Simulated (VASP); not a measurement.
Runs of VASP 6.6.1 on HfN. The structure is that of space group Fm-3m (No. 225), or close to it. The cells are those of the table. 

```tsv
task	cell	gap on the mesh (eV)	pressure (GPa)
electric field gradients	a = 3.243, b = 3.243, c = 3.291 Å, angles 59.5, 59.5, 61.0°, 2 atoms	none	-11.2
single point	a = 3.211 Å, angles 59.3°, 2 atoms	none	3.1
electric field gradients	a = 3.179 Å, angles 60.7°, 2 atoms	none	3.1
electric field gradients	a = 3.195 Å, angles 60.0°, 2 atoms	none	(a)
single point	a = 3.152 Å, angles 60.0°, 2 atoms	none	15.7
```

Alike in all rows: level PBE; potentials or basis VASP PAW PBE potentials, release 64 (Hf_pv, N); no spin polarisation; k mesh 10 × 10 × 10; cutoff (eV) 520; smearing fermi-dirac 0.03 eV.

Task: Fill in the values left out.

Result: (a) 3.4.

Caveats: spin-orbit coupling is left out, which moves the levels of the heavy elements.

A k mesh can miss the band edges, and the runs leave out spin-orbit coupling on Hf.

A gap of «none» marks levels without a gap at the run's occupations.
